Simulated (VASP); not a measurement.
# AlN (AlN (P6_3mc)) in VASP: single point with PBE

Aim: the single point of AlN (AlN (P6_3mc)) with PBE.

Program: VASP 6.6.1. These are calculated values, not measurements. Logs are shortened: lines on timing, memory, paths and dates and some standing lists are left out, and cuts for length are marked.

### 1 The cell of the first run

The typed cell holds 16 atoms: a = 6.260 Å, b = 6.260 Å, c = 5.017 Å, α = 90.00°, β = 90.00°, γ = 120.00°.

### 2 Single point, PBE

Contents of INCAR:

```
SYSTEM = AlN
PREC     = Accurate       ! precision mode
ENCUT    = 520            ! plane-wave cutoff, eV
EDIFF    = 1E-6           ! SCF threshold, eV
ISMEAR   = 0              ! smearing method
SIGMA    = 0.01           ! smearing width, eV
LREAL    = Auto         
LASPH    = .TRUE.         ! aspherical terms in the spheres
NELM     = 100            ! most SCF steps
ALGO     = Normal         ! electronic algorithm
ISIF     = 2              ! what is computed and relaxed
LWAVE    = .FALSE.        ! write WAVECAR
LCHARG   = .FALSE.        ! write CHGCAR
GGA      = PE             ! functional
NBANDS   = 46             ! bands
```

Contents of KPOINTS:

```
Automatic mesh
0
Gamma
  1 1 2
  0.25 0.25 0.25
```

Contents of POSCAR:

```
AlN
1.0
    6.2595139102      0.0000000601      0.0000000000
   -3.1297570100      5.4208980298      0.0000000000
    0.0000000000      0.0000000000      5.0174032950
Al N
8 8
Direct
    0.3335524029      0.1664661886      0.5000247806
    0.3335524029      0.6664661886      0.5000247806
    0.8335524029      0.1664661886      0.5000247806
    0.8335524029      0.6664661886      0.5000247806
    0.1664661886      0.3335524029      0.0000247806
    0.1664661886      0.8335524029      0.0000247806
    0.6664661886      0.3335524029      0.0000247806
    0.6664661886      0.8335524029      0.0000247806
    0.3319615438      0.1680198647      0.8799752194
    0.1680198647      0.3319615438      0.3799752194
    0.3319615438      0.6680198647      0.8799752194
    0.1680198647      0.8319615438      0.3799752194
    0.8319615438      0.1680198647      0.8799752194
    0.6680198647      0.3319615438      0.3799752194
    0.8319615438      0.6680198647      0.8799752194
    0.6680198647      0.8319615438      0.3799752194
```

Potentials or basis: VASP PAW PBE potentials, release 64 (Al, N).

Run with:

```sh
$ cat potpaw_PBE.64/Al/POTCAR potpaw_PBE.64/N/POTCAR > POTCAR
$ mpirun -np 1 vasp_std > vasp.out
```

OUTCAR:

```text
SYSTEM = AlN
   PREC = Accurate
   ENCUT = 520
   EDIFF = 1E-6
   ISMEAR = 0
   LREAL = Auto
   LASPH = .TRUE.
   NELM = 100
   ISIF = 2
   GGA = PE

 ion  position               nearest neighbor table
   1  0.334  0.166  0.500-  10 1.89   9 1.91  14 1.91  12 1.91   6 3.09   6 3.09   7 3.09   7 3.09
                             5 3.09   5 3.09   4 3.13   4 3.13   2 3.13   2 3.13   3 3.13   3 3.13
   2  0.334  0.666  0.500-  12 1.89  11 1.91  16 1.91  10 1.91   5 3.09   5 3.09   8 3.09   8 3.09
                             6 3.09   6 3.09   3 3.13   3 3.13   1 3.13   1 3.13   4 3.13   4 3.13
   3  0.834  0.166  0.500-  14 1.89  13 1.91  10 1.91  16 1.91   8 3.09   8 3.09   5 3.09   5 3.09
                             7 3.09   7 3.09   2 3.13   2 3.13   4 3.13   4 3.13   1 3.13   1 3.13
   4  0.834  0.666  0.500-  16 1.89  15 1.91  12 1.91  14 1.91   7 3.09   7 3.09   6 3.09   6 3.09
                             8 3.09   8 3.09   1 3.13   1 3.13   3 3.13   3 3.13   2 3.13   2 3.13
   5  0.166  0.334  0.000-   9 1.89  10 1.91  11 1.91  13 1.91   2 3.09   2 3.09   3 3.09   3 3.09
                             1 3.09   1 3.09   8 3.13   8 3.13   6 3.13   6 3.13   7 3.13   7 3.13
   6  0.166  0.834  0.000-  11 1.89  12 1.91   9 1.91  15 1.91   1 3.09   1 3.09   4 3.09   4 3.09
                             2 3.09   2 3.09   7 3.13   7 3.13   5 3.13   5 3.13   8 3.13   8 3.13
   7  0.666  0.334  0.000-  13 1.89  14 1.91  15 1.91   9 1.91   4 3.09   4 3.09   1 3.09   1 3.09
                             3 3.09   3 3.09   6 3.13   6 3.13   8 3.13   8 3.13   5 3.13   5 3.13
   8  0.666  0.834  0.000-  15 1.89  16 1.91  13 1.91  11 1.91   3 3.09   3 3.09   2 3.09   2 3.09
                             4 3.09   4 3.09   5 3.13   5 3.13   7 3.13   7 3.13   6 3.13   6 3.13
   9  0.332  0.168  0.880-   5 1.89   1 1.91   6 1.91   7 1.91
  10  0.168  0.332  0.380-   1 1.89   5 1.91   3 1.91   2 1.91
  11  0.332  0.668  0.880-   6 1.89   2 1.91   5 1.91   8 1.91
  12  0.168  0.832  0.380-   2 1.89   6 1.91   4 1.91   1 1.91
  13  0.832  0.168  0.880-   7 1.89   3 1.91   8 1.91   5 1.91
  14  0.668  0.332  0.380-   3 1.89   7 1.91   1 1.91   4 1.91
  15  0.832  0.668  0.880-   8 1.89   4 1.91   7 1.91   6 1.91
  16  0.668  0.832  0.380-   4 1.89   8 1.91   2 1.91   3 1.91

  LATTYP: Found a hexagonal cell.
 ALAT       =     6.2595139102
 C/A-ratio  =     0.8015643654

  Lattice vectors:

 A1 = (   6.2595139102,   0.0000000601,   0.0000000000)
 A2 = (  -3.1297570100,   5.4208980298,   0.0000000000)
 A3 = (   0.0000000000,   0.0000000000,   5.0174032950)

Analysis of symmetry for initial positions (statically):
=====================================================================
 Subroutine PRICEL returns following result:

  LATTYP: Found a hexagonal cell.
 ALAT       =     3.1297569551
 C/A-ratio  =     1.6031287308

  Lattice vectors:

 A1 = (   3.1297569551,   0.0000000301,   0.0000000000)
 A2 = (  -1.5648785050,   2.7104490149,   0.0000000000)
 A3 = (   0.0000000000,   0.0000000000,   5.0174032950)

   4 primitive cells build up your supercell.

 Routine SETGRP: Setting up the symmetry group for a
 hexagonal supercell.

 Subroutine GETGRP returns: Found  2 space group operations
 (whereof  1 operations were pure point group operations)
 out of a pool of 24 trial point group operations.

The static configuration has the point symmetry C_1 .
 The point group associated with its full space group is C_1h.

Analysis of symmetry for dynamics (positions and initial velocities):
=====================================================================
 Subroutine PRICEL returns following result:

  LATTYP: Found a hexagonal cell.
 ALAT       =     3.1297569551
 C/A-ratio  =     1.6031287308

  Lattice vectors:

 A1 = (   3.1297569551,   0.0000000301,   0.0000000000)
 A2 = (  -1.5648785050,   2.7104490149,   0.0000000000)
 A3 = (   0.0000000000,   0.0000000000,   5.0174032950)

   4 primitive cells build up your supercell.

 Routine SETGRP: Setting up the symmetry group for a
 hexagonal supercell.

 Subroutine GETGRP returns: Found  2 space group operations
 (whereof  1 operations were pure point group operations)
 out of a pool of 24 trial point group operations.

The dynamic configuration has the point symmetry C_1 .
 The point group associated with its full space group is C_1h.

 Subroutine INISYM returns: Found  2 space group operations
 (whereof  1 operations are pure point group operations),
 and found     4 'primitive' translations

----------------------------------------------------------------------------------------

                                     Primitive cell

  volume of cell :      42.5629

  direct lattice vectors                    reciprocal lattice vectors
     3.129756955  0.000000030  0.000000000     0.319513626  0.184471283  0.000000000
    -1.564878505  2.710449015  0.000000000    -0.000000004  0.368942559  0.000000000
     0.000000000  0.000000000  5.017403295     0.000000000  0.000000000  0.199306283

  length of vectors
     3.129756955  3.129756955  5.017403295     0.368942559  0.368942559  0.199306283

  position of ions in fractional coordinates (direct lattice)
     0.667104806  0.332932377  0.500024781
     0.332932377  0.667104806  0.000024781
     0.663923088  0.336039729  0.879975219
     0.336039729  0.663923088  0.379975219

  ion indices of the primitive-cell ions
   primitive index   ion index
                 1           1
                 2           5
                 3           9
                 4          10

----------------------------------------------------------------------------------------

 KPOINTS: Automatic mesh

Automatic generation of k-mesh.
 Grid dimensions read from file:
 generate k-points for:    1    1    2

 Generating k-lattice:

  Cartesian coordinates                     Fractional coordinates (reciprocal lattice)
     0.159756813  0.092235641  0.000000000     1.000000000 -0.000000000  0.000000000
    -0.000000002  0.184471279  0.000000000     0.000000000  1.000000000  0.000000000
     0.000000000  0.000000000  0.099653141     0.000000000  0.000000000  0.500000000

  Length of vectors
     0.184471279  0.184471279  0.099653141

  Shift w.r.t. Gamma in fractional coordinates (k-lattice)
     0.250000000  0.250000000  0.250000000

 Subroutine IBZKPT returns following result:
 ===========================================

 Found      8 irreducible k-points:

 Following reciprocal coordinates:
            Coordinates               Weight
  0.250000  0.250000  0.125000      2.000000
 -0.250000  0.500000  0.125000      4.000000
  0.500000  0.250000  0.125000      4.000000
 -0.250000 -0.250000  0.125000      2.000000
  0.250000  0.250000 -0.375000      2.000000
 -0.250000  0.500000 -0.375000      4.000000
  0.500000  0.250000 -0.375000      4.000000
 -0.250000 -0.250000 -0.375000      2.000000
   k-points           NKPTS =      8   k-points in BZ     NKDIM =      8   number of bands    NBANDS=     46
   number of dos      NEDOS =    301   number of ions     NIONS =     16
   total plane-waves  NPLWV =  92160
   dimension x,y,z NGX =    48 NGY =   48 NGZ =   40
   dimension x,y,z NGXF=    96 NGYF=   96 NGZF=   80
   ions per type =               8   8
   NGX,Y,Z   is equivalent  to a cutoff of  12.75, 12.75, 13.25 a.u.
   NGXF,Y,Z  is equivalent  to a cutoff of  25.50, 25.50, 26.51 a.u.
 SYSTEM =  AlN
   PREC   = accura    normal or accurate (medium, high low for compatibility)
   ISTART =      0    job   : 0-new  1-cont  2-samecut
   ICHARG =      2    charge: 1-file 2-atom 10-const
   ISPIN  =      1    spin polarized calculation?
   LNONCOLLINEAR =      F non collinear calculations
   LSORBIT =      F    spin-orbit coupling
   LASPH  =      T    aspherical Exc in radial PAW
   ENCUT  =  520.0 eV  38.22 Ry    6.18 a.u.  11.64 11.64  9.33*2*pi/ulx,y,z
   NELM   =    100;   NELMIN=  2; NELMDL= -5     # of ELM steps
   EDIFF  = 0.1E-05   stopping-criterion for ELM
   LREAL  =      T    real-space projection
   EDIFFG = 0.1E-04   stopping-criterion for IOM
   NSW    =      0    number of steps for IOM
   IBRION =     -1    ionic relax: 0-MD 1-quasi-New 2-CG
   NFREE  =      0    steps in history (QN), initial steepest desc. (CG)
   ISIF   =      2    stress and relaxation
   ISYM   =      2    0-nonsym 1-usesym 2-fastsym
   POTIM  = 0.5000    time-step for ionic-motion
   TEBEG  =    0.0;   TEEND  =   0.0 temperature during run
   PSTRESS=    0.0 pullay stress
   NELECT =      64.0000    total number of electrons
   NUPDOWN=      -1.0000    fix difference up-down
   EMIN   =  10.00;   EMAX   =-10.00  energy-range for DOS
   EFERMI =   0.00;   METHOD = LEGACY
   ISMEAR =     0;   SIGMA  =   0.01  broadening in eV -4-tet -1-fermi 0-gaus
   EFERMI_NEDOS =   21; number of points for ismear=-14 and -15
   IALGO  =     38    algorithm
   IMIX   =      4    mixing-type and parameters
     AMIX     =   0.40;   BMIX     =  1.00
     AMIX_MAG =   1.60;   BMIX_MAG =  1.00
  volume/ion in A,a.u.               =      10.64        71.81
  Fermi-wavevector in a.u.,A,eV,Ry     =   1.181511  2.232733 18.993310  1.395969
  Thomas-Fermi vector in A             =   2.317783
   LORBIT       =      0    0 simple, 1 ext, 2 COOP (PROOUT), +10 PAW based schemes
   GGA     = PE    functional components
   LHFCALC =     F    Hartree Fock is set to
   AEXX    =    0.0000 exact exchange contribution
   IVDW    =     0    specifies the selected vdW correction
   LEPSILON=     F    determine dielectric tensor
   LRPA    =     F    only Hartree local field effects (RPA)
 non-spin polarized calculation
 Gauss-broadening in eV      SIGMA  =   0.01
  energy-cutoff  :      520.00
  volume of cell :      170.25
 maximum number of plane-waves:      4583
 NGX is ok and might be reduce to    48
   NGX = 23   NGY = 23   NGZ = 19

 number of electron      63.9999993 magnetization

 Free energy of the ion-electron system (eV)
  ---------------------------------------------------
  ext. energy  EPLUGINS =         0.00000000
  ---------------------------------------------------
  free energy    TOTEN  =      -120.65767411 eV

  energy without entropy =     -120.65767411  energy(sigma->0) =     -120.65767411

 E-fermi :   5.6694     XC(G=0): -10.8436

 val. band max:        5.5610824006   @ k =  -0.2500  -0.2500   0.1250
 cond. band min:      11.2965633130   @ k =  -0.2500   0.5000   0.1250
 fundamental gap:      5.7354809124
 Fermi energy:         5.6693611558

 k-point     1 :       0.2500    0.2500    0.1250
  band No.  band energies     occupation
      1      -8.5432      2.00000
      2      -7.9114      2.00000
      3      -7.9114      2.00000
      4      -6.8886      2.00000
      5      -6.8845      2.00000
      6      -6.6382      2.00000
[... 36 lines left out ...]
     43      14.4225      0.00000
     44      14.9024      0.00000

 k-point     2 :      -0.2500    0.5000    0.1250
  band No.  band energies     occupation
      1      -8.5411      2.00000
      2      -7.9150      2.00000
      3      -7.9076      2.00000
      4      -6.9160      2.00000
      5      -6.8869      2.00000
      6      -6.6376      2.00000
[... 274 lines left out ...]
 k-point     8 :      -0.2500   -0.2500   -0.3750
  band No.  band energies     occupation
      1      -8.1379      2.00000
      2      -7.5759      2.00000
      3      -7.5759      2.00000
      4      -7.4666      2.00000
      5      -7.0501      2.00000
      6      -7.0501      2.00000
[... 36 lines left out ...]
     43      14.7928      0.00000
     44      14.8580      0.00000
 [bands above 44 left out]

------------------------ aborting loop because EDIFF is reached ----------------------------------------

  FORCE on cell =-STRESS in cart. coord.  units (eV):
  Direction    XX          YY          ZZ          XY          YZ          ZX
  --------------------------------------------------------------------------------------
  -------------------------------------------------------------------------------------
  Total       -1.7657327     -2.8018918      2.6360882     -0.8973401     -0.0038586     -0.0022278
  in kB      -16.6166959    -26.3676293     24.8073088     -8.4445557     -0.0363122     -0.0209648
  external PRESSURE =      -6.0590055 kB  Pullay stress =       0.0000000 kB

 VOLUME and BASIS-vectors are now :
 -----------------------------------------------------------------------------
  energy-cutoff  :      520.00
  volume of cell :      170.25
      direct lattice vectors                 reciprocal lattice vectors
     6.259513910  0.000000060  0.000000000     0.159756813  0.092235641  0.000000000
    -3.129757010  5.420898030  0.000000000    -0.000000002  0.184471279  0.000000000
     0.000000000  0.000000000  5.017403295     0.000000000  0.000000000  0.199306283

 POSITION                                       TOTAL-FORCE (eV/Angst)
 -----------------------------------------------------------------------------------
      1.56688      0.90240      2.50883         0.116959     -0.069363      0.011677
      0.00200      3.61285      2.50883         0.116959     -0.069363      0.011677
      4.69663      0.90240      2.50883         0.116959     -0.069363      0.011677
      3.13176      3.61285      2.50883         0.116959     -0.069363      0.011677
     -0.00194      1.80815      0.00012        -0.118549      0.066608      0.011677
     -1.56682      4.51860      0.00012        -0.118549      0.066608      0.011677
[... 8 lines left out ...]
      3.11694      3.62127      4.41519         0.178955     -0.101483     -0.011677
      1.57764      4.50998      1.90649        -0.177364      0.104238     -0.011677
 -----------------------------------------------------------------------------------
    total drift:                               -0.000292     -0.000507      0.015015

  FREE ENERGIE OF THE ION-ELECTRON SYSTEM (eV)
  ---------------------------------------------------
  free  energy   TOTEN  =      -120.6576741050 eV

  energy  without entropy=     -120.6576741050  energy(sigma->0) =     -120.65767411
```

Run time: 59 s. Hardware: 1 thread of AMD EPYC 9R45 (Zen 5), shared host; peak memory 0.27 GiB.

Results:

| Quantity | Value |
| --- | --- |
| Free energy | -120.6577 eV |
| Pressure | -0.6 GPa |
| Largest force | 0.206 eV/Å |
| Band gap on the k mesh | 5.74 eV |

Forces on the atoms (eV/Å):
```
Al   0.117 -0.069  0.012
Al   0.117 -0.069  0.012
Al   0.117 -0.069  0.012
Al   0.117 -0.069  0.012
Al  -0.119  0.067  0.012
Al  -0.119  0.067  0.012
Al  -0.119  0.067  0.012
Al  -0.119  0.067  0.012
N    0.179 -0.101 -0.012
N   -0.177  0.104 -0.012
N    0.179 -0.101 -0.012
N   -0.177  0.104 -0.012
N    0.179 -0.101 -0.012
N   -0.177  0.104 -0.012
N    0.179 -0.101 -0.012
N   -0.177  0.104 -0.012
```

Stress tensor (GPa, compression positive):
```
-1.66 -0.84  0.00
-0.84 -2.64  0.00
 0.00  0.00  2.48
```

Caveat: the k points lie up to 1.16 Å⁻¹ apart. A k mesh can miss the band edges.
